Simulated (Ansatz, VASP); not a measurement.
# Two plane-wave programs on TiO2

```
CELL_PARAMETERS angstrom
4.59984 0.00000 0.00000
0.00000 4.59984 0.00000
0.00000 0.00000 2.95921
ATOMIC_POSITIONS crystal
Ti 0.00000 0.00000 0.50000
Ti 0.50000 0.50000 0.00000
O 0.30432 0.30432 0.50000
O 0.19568 0.80432 0.00000
O 0.80432 0.19568 0.00000
O 0.69568 0.69568 0.50000
```

Alike in both runs: functional PBE; k mesh 6 × 6 × 9; occupations fermi-dirac, width 0.05 eV; no spin polarisation; Hubbard terms Ti d U = 8.0 eV.

```csv
,VASP,Ansatz
version,VASP 6.6.1,Ansatz 0.2.0
potentials or method,"VASP PAW PBE potentials, release 64 (Ti_sv, O)",Ansatz PAW
plane-wave cutoff (eV),520,420
valence electrons in the cell,48,48
task,single point,band structure
```

```tsv
	VASP	Ansatz	Ansatz less VASP
gap on the k mesh at the Fermi level (eV)	2.93	2.84	-0.081
least direct gap on the mesh (eV)	2.99	2.99	-0.001
pressure (GPa)	20.1	12.3	-7.74
traceless stress, the component that is largest in VASP (GPa)	6.37	5.94	-0.432
rms of the force components (eV/Å)	0.121	0.003	-0.1182
```

The programs project onto different local orbitals, so the same U acts differently, and such runs can settle in different states. Atom by atom the forces differ by 0.123 eV/Å (rms over components).
